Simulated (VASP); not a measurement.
# Ge (Fd-3m) in VASP: notebook

Aim: see how the results for Ge move with the level of theory and the settings. Levels: PBEsol, PBE, r2SCAN. Tasks: single point.

Everything below comes from runs of VASP 6.6.1. Logs are shortened: lines on timing, memory, paths and dates and some standing lists are left out, and cuts for length are marked.

### 1 The cell of the first run

The structure is cubic, space group Fd-3m (No. 227). Conventional cell: a = 5.675 Å, b = 5.675 Å, c = 5.675 Å, α = 90.00°, β = 90.00°, γ = 90.00°. Within 3.2 Å of Ge (site symmetry -43m) lie 4 Ge at 2.46 Å.

### 2 Single point, PBEsol

Contents of INCAR:

```
PREC     = Accurate       # precision mode
ENCUT    = 520            # plane-wave cutoff, eV
EDIFF    = 1E-7           # SCF threshold, eV
ISMEAR   = -1             # smearing method
SIGMA    = 0.02           # smearing width, eV
LREAL    = F              # projectors in reciprocal space
LASPH    = T              # aspherical terms in the spheres
NELM     = 60             # most SCF steps
ALGO     = Normal         # electronic algorithm
ISIF     = 2              # what is computed and relaxed
LWAVE    = F              # write WAVECAR
LCHARG   = F              # write CHGCAR
GGA      = PS             # functional
NBANDS   = 21             # bands
```

Contents of KPOINTS:

```
regular mesh
0
Gamma
  8 8 8
```

Contents of POSCAR:

```
Ge
1.0
    0.0000000000      2.8372830903      2.8372830903
    2.8372830903      0.0000000000      2.8372830903
    2.8372830903      2.8372830903      0.0000000000
Ge
2
Direct
    0.0000000000      0.0000000000      0.0000000000
    0.2500000000      0.2500000000      0.2500000000
```

Potentials or basis: VASP PAW PBE potentials, release 64 (Ge_d).

The run is started by

```bash
> cat potpaw_PBE.64/Ge_d/POTCAR > POTCAR
> mpirun -np 1 vasp_std > vasp.out
```

OUTCAR:

```text
PREC = Accurate
   ENCUT = 520
   EDIFF = 1E-7
   ISMEAR = -1
   LREAL = F
   LASPH = T
   NELM = 60
   ISIF = 2
   GGA = PS

 ion  position               nearest neighbor table
   1  0.000  0.000  0.000-   2 2.46   2 2.46   2 2.46   2 2.46
   2  0.250  0.250  0.250-   1 2.46   1 2.46   1 2.46   1 2.46

  LATTYP: Found a face centered cubic cell.
 ALAT       =     5.6745661806

  Lattice vectors:

 A1 = (   0.0000000000,   2.8372830903,   2.8372830903)
 A2 = (   2.8372830903,   0.0000000000,   2.8372830903)
 A3 = (   2.8372830903,   2.8372830903,   0.0000000000)

Analysis of symmetry for initial positions (statically):
=====================================================================
 Subroutine PRICEL returns:
 Original cell was already a primitive cell.

 Routine SETGRP: Setting up the symmetry group for a
 face centered cubic supercell.

 Subroutine GETGRP returns: Found 48 space group operations
 (whereof 24 operations were pure point group operations)
 out of a pool of 48 trial point group operations.

The static configuration has the point symmetry T_d .
 The point group associated with its full space group is O_h .

Analysis of symmetry for dynamics (positions and initial velocities):
=====================================================================
 Subroutine PRICEL returns:
 Original cell was already a primitive cell.

 Routine SETGRP: Setting up the symmetry group for a
 face centered cubic supercell.

 Subroutine GETGRP returns: Found 48 space group operations
 (whereof 24 operations were pure point group operations)
 out of a pool of 48 trial point group operations.

The dynamic configuration has the point symmetry T_d .
 The point group associated with its full space group is O_h .

 Subroutine INISYM returns: Found 48 space group operations
 (whereof 24 operations are pure point group operations),
 and found     1 'primitive' translations

----------------------------------------------------------------------------------------

                                     Primitive cell

  volume of cell :      45.6813

  direct lattice vectors                    reciprocal lattice vectors
     0.000000000  2.837283090  2.837283090    -0.176224925  0.176224925  0.176224925
     2.837283090  0.000000000  2.837283090     0.176224925 -0.176224925  0.176224925
     2.837283090  2.837283090  0.000000000     0.176224925  0.176224925 -0.176224925

  length of vectors
     4.012524227  4.012524227  4.012524227     0.305230524  0.305230524  0.305230524

  position of ions in fractional coordinates (direct lattice)
     0.000000000  0.000000000  0.000000000
     0.250000000  0.250000000  0.250000000

  ion indices of the primitive-cell ions
   primitive index   ion index
                 1           1
                 2           2

----------------------------------------------------------------------------------------

 KPOINTS: regular mesh

Automatic generation of k-mesh.
 Grid dimensions read from file:
 generate k-points for:    8    8    8

 Generating k-lattice:

  Cartesian coordinates                     Fractional coordinates (reciprocal lattice)
    -0.022028116  0.022028116  0.022028116     0.125000000  0.000000000  0.000000000
     0.022028116 -0.022028116  0.022028116     0.000000000  0.125000000  0.000000000
     0.022028116  0.022028116 -0.022028116     0.000000000  0.000000000  0.125000000

  Length of vectors
     0.038153815  0.038153815  0.038153815

  Shift w.r.t. Gamma in fractional coordinates (k-lattice)
     0.000000000  0.000000000  0.000000000

 Subroutine IBZKPT returns following result:
 ===========================================

 Found     29 irreducible k-points:

 Following reciprocal coordinates:
            Coordinates               Weight
  0.000000  0.000000  0.000000      1.000000
  0.125000  0.000000  0.000000      8.000000
  0.250000  0.000000  0.000000      8.000000
  0.375000  0.000000  0.000000      8.000000
  0.500000  0.000000  0.000000      4.000000
  0.125000  0.125000  0.000000      6.000000
[... 16 lines left out ...]
  0.500000  0.250000  0.125000     48.000000
 -0.375000  0.250000  0.125000     24.000000
 [... further k-points ...]
   k-points           NKPTS =     29   k-points in BZ     NKDIM =     29   number of bands    NBANDS=     21
   number of dos      NEDOS =    301   number of ions     NIONS =      2
   total plane-waves  NPLWV =  27000
   dimension x,y,z NGX =    30 NGY =   30 NGZ =   30
   dimension x,y,z NGXF=    60 NGYF=   60 NGZF=   60
   ions per type =               2
   NGX,Y,Z   is equivalent  to a cutoff of  12.43, 12.43, 12.43 a.u.
   NGXF,Y,Z  is equivalent  to a cutoff of  24.86, 24.86, 24.86 a.u.
 SYSTEM =  unknown system
   PREC   = accura    normal or accurate (medium, high low for compatibility)
   ISTART =      0    job   : 0-new  1-cont  2-samecut
   ICHARG =      2    charge: 1-file 2-atom 10-const
   ISPIN  =      1    spin polarized calculation?
   LNONCOLLINEAR =      F non collinear calculations
   LSORBIT =      F    spin-orbit coupling
   LASPH  =      T    aspherical Exc in radial PAW
   ENCUT  =  520.0 eV  38.22 Ry    6.18 a.u.   7.46  7.46  7.46*2*pi/ulx,y,z
   NELM   =     60;   NELMIN=  2; NELMDL= -5     # of ELM steps
   EDIFF  = 0.1E-06   stopping-criterion for ELM
   LREAL  =      F    real-space projection
   EDIFFG = 0.1E-05   stopping-criterion for IOM
   NSW    =      0    number of steps for IOM
   IBRION =     -1    ionic relax: 0-MD 1-quasi-New 2-CG
   NFREE  =      0    steps in history (QN), initial steepest desc. (CG)
   ISIF   =      2    stress and relaxation
   ISYM   =      2    0-nonsym 1-usesym 2-fastsym
   POTIM  = 0.5000    time-step for ionic-motion
   TEBEG  =    0.0;   TEEND  =   0.0 temperature during run
   PSTRESS=    0.0 pullay stress
   NELECT =      28.0000    total number of electrons
   NUPDOWN=      -1.0000    fix difference up-down
   EMIN   =  10.00;   EMAX   =-10.00  energy-range for DOS
   EFERMI =   0.00;   METHOD = LEGACY
   ISMEAR =    -1;   SIGMA  =   0.02  broadening in eV -4-tet -1-fermi 0-gaus
   EFERMI_NEDOS =   21; number of points for ismear=-14 and -15
   IALGO  =     38    algorithm
   IMIX   =      4    mixing-type and parameters
     AMIX     =   0.40;   BMIX     =  1.00
     AMIX_MAG =   1.60;   BMIX_MAG =  1.00
  volume/ion in A,a.u.               =      22.84       154.14
  Fermi-wavevector in a.u.,A,eV,Ry     =   1.390640  2.627929 26.312044  1.933881
  Thomas-Fermi vector in A             =   2.514556
   LORBIT       =      0    0 simple, 1 ext, 2 COOP (PROOUT), +10 PAW based schemes
   GGA     = PS    functional components
   LHFCALC =     F    Hartree Fock is set to
   AEXX    =    0.0000 exact exchange contribution
   IVDW    =     0    specifies the selected vdW correction
   LEPSILON=     F    determine dielectric tensor
   LRPA    =     F    only Hartree local field effects (RPA)
 non-spin polarized calculation
  energy-cutoff  :      520.00
  volume of cell :       45.68
 maximum number of plane-waves:      1249
 NGX is ok and might be reduce to    30
   NGX = 15   NGY = 15   NGZ = 15

 number of electron      28.0000015 magnetization

 Free energy of the ion-electron system (eV)
  ---------------------------------------------------
  ext. energy  EPLUGINS =         0.00000000
  ---------------------------------------------------
  free energy    TOTEN  =        -9.86320607 eV

  energy without entropy =       -9.86302556  energy(sigma->0) =       -9.86311581

 E-fermi :   4.7906     XC(G=0): -10.0849

 val. band max:        4.7783327989   @ k =   0.0000   0.0000   0.0000
 cond. band min:       4.8735094744   @ k =   0.5000   0.0000   0.0000
 fundamental gap:      0.0951766754
 Fermi energy:         4.7905535269

 k-point     1 :       0.0000    0.0000    0.0000
  band No.  band energies     occupation
      1     -19.9715      2.00000
      2     -19.9715      2.00000
      3     -19.9715      2.00000
      4     -19.9357      2.00000
      5     -19.9357      2.00000
      6     -19.7283      2.00000
[... 13 lines left out ...]
     20      14.2331      0.00000
     21      14.2331      0.00000

 k-point     2 :       0.1250    0.0000    0.0000
  band No.  band energies     occupation
      1     -19.9795      2.00000
      2     -19.9795      2.00000
      3     -19.9691      2.00000
      4     -19.9245      2.00000
      5     -19.9245      2.00000
      6     -19.7402      2.00000
[... 13 lines left out ...]
     20      13.3011      0.00000
     21      13.3011      0.00000

 k-point     3 :       0.2500    0.0000    0.0000
  band No.  band energies     occupation
      1     -19.9894      2.00000
      2     -19.9894      2.00000
      3     -19.9630      2.00000
      4     -19.9076      2.00000
      5     -19.9076      2.00000
      6     -19.7538      2.00000
[... 13 lines left out ...]
     20      13.0453      0.00000
     21      13.0453      0.00000

 k-point     4 :       0.3750    0.0000    0.0000
  band No.  band energies     occupation
      1     -19.9944      2.00000
      2     -19.9944      2.00000
      3     -19.9567      2.00000
      4     -19.8973      2.00000
      5     -19.8973      2.00000
      6     -19.7609      2.00000
[... 13 lines left out ...]
     20      14.2120      0.00000
     21      14.2120      0.00000

 k-point     5 :       0.5000    0.0000    0.0000
  band No.  band energies     occupation
      1     -19.9956      2.00000
      2     -19.9956      2.00000
      3     -19.9541      2.00000
      4     -19.8945      2.00000
      5     -19.8945      2.00000
      6     -19.7625      2.00000
[... 13 lines left out ...]
     20      15.6929      0.00000
     21      15.8953      0.00000
[... 382 lines left out ...]
     20      16.2015      0.00000
     21      17.5170      0.00000

 k-point    22 :       0.3750    0.2500    0.1250
  band No.  band energies     occupation
      1     -19.9997      2.00000
      2     -19.9973      2.00000
      3     -19.9550      2.00000
      4     -19.9001      2.00000
      5     -19.8721      2.00000
      6     -19.8037      2.00000
[... 13 lines left out ...]
     20      14.7302      0.00000
     21      15.0679      0.00000

 k-point    23 :       0.5000    0.2500    0.1250
  band No.  band energies     occupation
      1     -20.0114      2.00000
      2     -20.0036      2.00000
      3     -19.9335      2.00000
      4     -19.8854      2.00000
      5     -19.8596      2.00000
      6     -19.8122      2.00000
[... 13 lines left out ...]
     20      14.3063      0.00000
     21      16.1492      0.00000

 k-point    24 :      -0.3750    0.2500    0.1250
  band No.  band energies     occupation
      1     -20.0165      2.00000
      2     -20.0049      2.00000
      3     -19.9238      2.00000
      4     -19.8746      2.00000
      5     -19.8611      2.00000
      6     -19.8073      2.00000
[... 13 lines left out ...]
     20      15.5844      0.00000
     21      16.1239      0.00000

 [... further k-points ...]

------------------------ aborting loop because EDIFF is reached ----------------------------------------

  FORCE on cell =-STRESS in cart. coord.  units (eV):
  Direction    XX          YY          ZZ          XY          YZ          ZX
  --------------------------------------------------------------------------------------
  -------------------------------------------------------------------------------------
  Total       -0.0130352     -0.0130352     -0.0130352     -0.0000000     -0.0000000      0.0000000
  in kB       -0.4571849     -0.4571849     -0.4571849     -0.0000000     -0.0000000      0.0000000
  external PRESSURE =      -0.4571849 kB  Pullay stress =       0.0000000 kB

 VOLUME and BASIS-vectors are now :
 -----------------------------------------------------------------------------
  energy-cutoff  :      520.00
  volume of cell :       45.68
      direct lattice vectors                 reciprocal lattice vectors
     0.000000000  2.837283090  2.837283090    -0.176224925  0.176224925  0.176224925
     2.837283090  0.000000000  2.837283090     0.176224925 -0.176224925  0.176224925
     2.837283090  2.837283090  0.000000000     0.176224925  0.176224925 -0.176224925

 POSITION                                       TOTAL-FORCE (eV/Angst)
 -----------------------------------------------------------------------------------
      0.00000      0.00000      0.00000        -0.000000     -0.000000      0.000000
      1.41864      1.41864      1.41864         0.000000      0.000000     -0.000000
 -----------------------------------------------------------------------------------
    total drift:                                0.000000      0.000000      0.000000

  FREE ENERGIE OF THE ION-ELECTRON SYSTEM (eV)
  ---------------------------------------------------
  free  energy   TOTEN  =        -9.8632060697 eV

  energy  without entropy=       -9.8630255602  energy(sigma->0) =       -9.86311581
```

It took 14 s on 1 thread of Intel Xeon 6975P-C (Granite Rapids), shared host; peak memory 0.17 GiB.

What came out:

- Free energy: -9.8632 eV
- Pressure: 0.0 GPa
- Band gap on the k mesh: zero (filled and empty bands touch)

Caveat: the PAW data sets were made with another functional, which shifts forces and pressure a little.

(Continued in part 2 of 2.)
